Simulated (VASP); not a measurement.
Here is a VASP 6.6.1 calculation.

INCAR

```
PREC = Accurate ; ENCUT = 520
EDIFF = 1E-6 ; ISMEAR = 0
SIGMA = 0.02 ; LREAL = F
LASPH = T ; NELM = 100
ALGO = Normal ; ISIF = 2
LWAVE = F ; LCHARG = F
GGA = PS ; NBANDS = 35
```

Contents of KPOINTS:

```
Automatic mesh
0
Gamma
  15 15 4
```

Contents of POSCAR:

```
WS2
1.0
    3.1463183390      0.0000000029      0.0000000000
   -1.5731591720      2.7247916085      0.0000000000
    0.0000000000      0.0000000000     12.7077691426
W S
2 4
Direct
    0.3333333333      0.6666666667      0.2500000000
    0.6666666667      0.3333333333      0.7500000000
    0.3333333333      0.6666666667      0.6266423365
    0.6666666667      0.3333333333      0.1266423365
    0.3333333333      0.6666666667      0.8733576635
    0.6666666667      0.3333333333      0.3733576635
```

Potentials or basis: VASP PAW PBE potentials, release 64 (W_sv, S).

Run with:

```console
$ cat potpaw_PBE.64/W_sv/POTCAR potpaw_PBE.64/S/POTCAR > POTCAR
$ mpirun -np 1 vasp_std > vasp.out
```

Q: Estimate the largest force.

A: 0.019 eV/Å.

Q: What does it give for the band gap on the k mesh?

A: 1.16 eV, indirect (least direct gap 1.87 eV).

Q: What does it give for the pressure?

A: 0.1 GPa.

Forces on the atoms (eV/Å):
```
W    0.000  0.000  0.000
W    0.000  0.000  0.000
S    0.000  0.000 -0.019
S    0.000  0.000 -0.019
S    0.000  0.000  0.019
S    0.000  0.000  0.019
```

Caveat: the PAW data sets were made with another functional, which shifts forces and pressure a little; spin-orbit coupling is left out, which moves the levels of the heavy elements; this functional lacks dispersion, which binds the layers, so the pressure and a relaxed spacing across them are unreliable. A k mesh can miss the band edges.
